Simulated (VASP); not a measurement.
**Ge: single point with PBE**

Crystal: Ge.

```
CELL_PARAMETERS angstrom
4.03911 0.00000 0.00000
-2.01956 3.49797 0.00000
0.00000 0.00000 13.51365
ATOMIC_POSITIONS crystal
Ge 0.00000 0.00000 0.41240
Ge 0.00000 0.00000 0.58760
Ge 0.00000 0.00000 0.91240
Ge 0.00000 0.00000 0.08760
Ge 0.33333 0.66667 0.34420
Ge 0.66667 0.33333 0.65580
Ge 0.66667 0.33333 0.84420
Ge 0.33333 0.66667 0.15580
```

This isn't the form of Ge at room conditions, which is diamond.

This cell differs from its parent crystal: atoms shifted along a free coordinate, c/a of the conventional cell at fixed volume 3.3457.

```json
{
 "Program": "VASP 6.6.1",
 "Task": "single point",
 "Functional": "PBE",
 "Potentials or basis": "VASP PAW PBE potentials, release 64 (Ge_d)",
 "Cutoff": "520 eV",
 "k mesh": "15 × 15 × 4",
 "Occupations": "gaussian, width 0.15 eV",
 "Spin": "no spin polarisation",
 "Dipole correction": "no",
 "Further INCAR settings": "ALGO = Fast; EDIFF = 1e-06; NBANDS = 66"
}
```

```json
{"Pressure": "0.2 GPa", "Largest force": "1.294 eV/Å", "Band gap on the k mesh": "zero (bands 56 and 57 overlap by 0.34 eV)"}
```

Forces in eV/Å, atoms in the order of the input:
```
Ge   0.000  0.000 -1.294
Ge   0.000  0.000  1.294
Ge   0.000  0.000 -1.294
Ge   0.000  0.000  1.294
Ge   0.000  0.000  0.142
Ge   0.000  0.000 -0.142
Ge   0.000  0.000  0.142
Ge   0.000  0.000 -0.142
```

Stress tensor (GPa, compression positive):
```
-0.13  0.00  0.00
 0.00 -0.13  0.00
 0.00  0.00  0.81
```

Levels at points of the mesh, in eV from the Fermi level:
| k point | band 52 | band 53 | band 54 | band 55 | band 56 | band 57 | band 58 | band 59 | band 60 | band 61 |
| --- | --- | --- | --- | --- | --- | --- | --- | --- | --- | --- |
| (0.00, 0.00, 0.00) | -0.70 | -0.70 | -0.57 | -0.57 | 0.15 | 0.15 | 0.20 | 0.64 | 0.84 | 2.28 |
| (0.00, 0.00, 0.50) | -1.20 | -0.20 | -0.20 | -0.20 | -0.20 | 0.33 | 0.33 | 0.98 | 0.98 | 2.71 |

Run time: 39 min on 1 thread of Oxide Virtual Turin-like Processor, on a shared host, peak memory 0.71 GiB.

Caveat: semilocal functionals underestimate gaps, and a narrow one can read as zero; forces of over 1 eV/Å act on the atoms, so gaps and moduli don't describe the material at rest.
